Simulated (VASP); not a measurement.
A run of VASP 6.6.1 is set up as follows.

File INCAR:

```
SYSTEM = BaCaS2
PREC = Accurate
ENCUT = 520
EDIFF = 1E-6
ISMEAR = -1
SIGMA = 0.02
LREAL = .FALSE.
LASPH = .TRUE.
NELM = 100
ALGO = Normal
ISIF = 2
LWAVE = .FALSE.
LCHARG = .FALSE.
GGA = PE
NBANDS = 24
```

File KPOINTS:

```
Automatic mesh
0
G
  6 6 6
  0 0 0
```

File POSCAR:

```
BaCaS2
1.0
    2.1425046739      1.2369756502      7.0419854758
   -2.1425046739      1.2369756502      7.0419854758
    0.0000000000     -2.4739513004      7.0419854758
Ca Ba S
1 1 2
Direct
    1.0000000000      0.0000000000      0.0000000000
    0.5000000000      0.5000000000      0.5000000000
    0.2588089446      0.2588089446      0.2588089446
    0.7411910554      0.7411910554      0.7411910554
```

Potentials or basis: VASP PAW PBE potentials, release 64 (Ca_sv, Ba_sv, S).

Launch:

```console
$ cat potpaw_PBE.64/Ca_sv/POTCAR potpaw_PBE.64/Ba_sv/POTCAR potpaw_PBE.64/S/POTCAR > POTCAR
$ mpirun -np 1 vasp_std > vasp.out
```

Problem. Estimate the band gap on the k mesh.

Solution. 2.06 eV (least direct gap 2.52 eV).

Problem. What does it give for the largest force?

Solution. 0.068 eV/Å.

Problem. What does it give for the pressure?

Solution. 0.5 GPa.

Forces on the atoms (eV/Å):
```
Ca   0.000  0.000  0.000
Ba   0.000  0.000  0.000
S    0.000  0.000  0.068
S    0.000  0.000 -0.068
```

Caveat: spin-orbit coupling is left out, which moves the levels of the heavy elements. A k mesh can miss the band edges.
